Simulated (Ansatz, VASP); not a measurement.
GaN in VASP and in Ansatz

Contents of INCAR:

```
PREC     = Accurate       # precision mode
ENCUT    = 520            # plane-wave cutoff, eV
EDIFF    = 1E-7           # SCF threshold, eV
ISMEAR   = -1             # smearing method
SIGMA    = 0.05           # smearing width, eV
LREAL    = False          # projectors in reciprocal space
LASPH    = True           # aspherical terms in the spheres
NELM     = 80             # most SCF steps
ALGO     = Normal         # electronic algorithm
ISIF     = 2              # what is computed and relaxed
LWAVE    = False          # write WAVECAR
LCHARG   = True           # write CHGCAR
GGA      = PS             # functional
LELF     = True           # ELF
LVHAR    = True         
NBANDS   = 46             # bands
```

File KPOINTS:

```
regular mesh
0
Gamma
  10 10 3
```

The input POSCAR:

```
GaN
1.0
    3.2115377864      0.0000000000      0.0000000000
   -1.6057688932      2.7812733083      0.0000000000
    0.0000000000      0.0000000000     10.3568400000
Ga N
4 4
Direct
    0.0000000000      0.0000000000      0.7858680000
    0.6666666667      0.3333333333      0.0373490000
    0.3333333333      0.6666666667      0.5373490000
    0.0000000000      0.0000000000      0.2858680000
    0.0000000000      0.0000000000      0.0930380000
    0.6666666667      0.3333333333      0.3437450000
    0.0000000000      0.0000000000      0.5930380000
    0.3333333333      0.6666666667      0.8437450000
```

input.yaml

```yaml
crystal:
  lattice:
    - [3.2115377864, 0.0, 0.0]
    - [-1.6057688932, 2.7812733083, 0.0]
    - [0.0, 0.0, 10.35684]
  atoms:
    - { symbol: Ga, position: [0.0, 0.0, 0.785868] }
    - { symbol: Ga, position: [0.6666666667, 0.3333333333, 0.037349] }
    - { symbol: Ga, position: [0.3333333333, 0.6666666667, 0.537349] }
    - { symbol: Ga, position: [0.0, 0.0, 0.285868] }
    - { symbol: "N", position: [0.0, 0.0, 0.093038] }
    - { symbol: "N", position: [0.6666666667, 0.3333333333, 0.343745] }
    - { symbol: "N", position: [0.0, 0.0, 0.593038] }
    - { symbol: "N", position: [0.3333333333, 0.6666666667, 0.843745] }
hamiltonian:
  xc: pbesol
  pseudopotentials: { kind: paw }
kpoints:
  mp_grid: { grid: [10, 10, 3] }
scf:
  occupations: { method: fermi_dirac, width: 0.05 }
output:
  forces: true
  stress: true
  eigenvalues: true
```

Alike in both runs: task single point; functional PBEsol; k mesh 10 × 10 × 3; occupations fermi-dirac, width 0.05 eV; no spin polarisation.

|  | VASP | Ansatz |
| --- | --- | --- |
| version | VASP 6.6.1 | Ansatz 0.2.0 |
| potentials or method | VASP PAW PBE potentials, release 64 (Ga_d, N) | Ansatz PAW |
| plane-wave cutoff (eV) | 520 | 420 |
| valence electrons in the cell | 72 | 72 |

VASP gave:

```
gap on the k mesh at the Fermi level (eV)                     : 0.79
least direct gap on the mesh (eV)                             : 0.79
pressure (GPa)                                                : -6.2
traceless stress, the component that is largest in VASP (GPa) : 5.70
rms of the force components (eV/Å)                            : 0.093
```

**Question.** Which values does Ansatz return?

**Answer.** gap on the k mesh at the Fermi level (eV): 0.78; least direct gap on the mesh (eV): 0.78; pressure (GPa): -6.1; traceless stress, the component that is largest in VASP (GPa): 5.65; rms of the force components (eV/Å): 0.094.

VASP's potentials were made for PBE, not for PBEsol. Atom by atom the forces differ by 0.008 eV/Å (rms over components). The functional is the same, so the differences come from potentials, cutoffs and numerics.

Noted on Ansatz's run: odd divisions of the mesh miss points on the zone boundary, where band edges often lie, so the gap on the mesh can be too wide.
